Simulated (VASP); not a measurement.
**LiCl: single point with PBE**

Crystal: LiCl.

```
Li Cl
1.0
     0.00000    2.43652    2.50064
     2.43652    0.00000    2.50064
     2.43652    2.43652    0.00000
Li Cl
1 1
Direct
  0.00000 0.00000 0.00000
  0.50000 0.50000 0.50000
```

This cell differs from its parent crystal: strain -0.050 along x and y, -0.025 along z.

```
Program                : VASP 6.6.1
Task                   : single point
Functional             : PBE
Potentials or basis    : VASP PAW PBE potentials, release 64 (Li_sv, Cl)
Cutoff                 : 520 eV
k mesh                 : 8 × 8 × 8
Occupations            : gaussian, width 0.05 eV
Spin                   : no spin polarisation
Dipole correction      : no
Further INCAR settings : ALGO = Normal; EDIFF = 1e-06; NBANDS = 12
```

```
Band gap on the k mesh : 6.83 eV (least direct gap 7.10 eV)
```

Levels at points of the mesh, in eV from the valence-band top:
```
           k point  band 3  band 4  band 5  band 6  band 7  band 8
(0.00, 0.00, 0.00)   -0.07   -0.07    0.00    7.10   11.81   12.06
(0.50, 0.00, 0.00)   -3.42   -0.41   -0.32    6.83    9.38    9.60
(0.50, 0.50, 0.00)   -3.58   -1.34   -1.34    8.10    8.18   13.28
(0.50, 0.00, 0.50)   -3.57   -1.54   -1.34    7.98    8.10   13.68
```

It took 41 s on 1 thread of Intel(R) Xeon(R) Platinum 8259CL CPU @ 2.50GHz (Skylake/Cascade Lake), with other jobs on the host, peak memory 0.16 GiB.

Caveat: the cell differs from its parent crystal (strain -0.050 along x and y, -0.025 along z). A k mesh can miss the band edges.
